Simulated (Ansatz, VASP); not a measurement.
## Two plane-wave programs on AgCl

```
CELL_PARAMETERS angstrom
3.53000 0.00000 0.00000
0.00000 4.01100 0.00000
-0.97255 0.00000 5.15201
ATOMIC_POSITIONS crystal
Ag 0.15700 0.25000 0.21000
Ag 0.84300 0.75000 0.79000
Cl 0.30800 0.25000 0.70500
Cl 0.69200 0.75000 0.29500
```

Alike in both runs: task single point; functional PBE; k mesh 8 × 8 × 6; occupations gaussian, width 0.05 eV; no spin polarisation.

|  | VASP | Ansatz |
| --- | --- | --- |
| version | VASP 6.6.1 | Ansatz 0.2.0 |
| potentials or method | VASP PAW PBE potentials, release 64 (Ag, Cl), cutoff 520 eV | scalar-relativistic, plane waves, PAW |
| valence electrons in the cell | 36 | 52 |

Ansatz gave:

* gap on the k mesh at the Fermi level (eV): 0.76
* pressure (GPa): 10.3
* traceless stress, the component that is largest in VASP (GPa): 1.04
* rms of the force components (eV/Å): 0.431

Problem. Which values does VASP return?

Solution. gap on the k mesh at the Fermi level (eV): 0.76; pressure (GPa): 10.1; traceless stress, the component that is largest in VASP (GPa): 1.04; rms of the force components (eV/Å): 0.432.

Atom by atom the forces differ by 0.002 eV/Å (rms over components). With one functional, cell and mesh, what is left measures potentials, basis and numerics. VASP's potentials hold 36 valence electrons a cell and Ansatz's 52, so a difference there can come from the potentials and not from the codes.
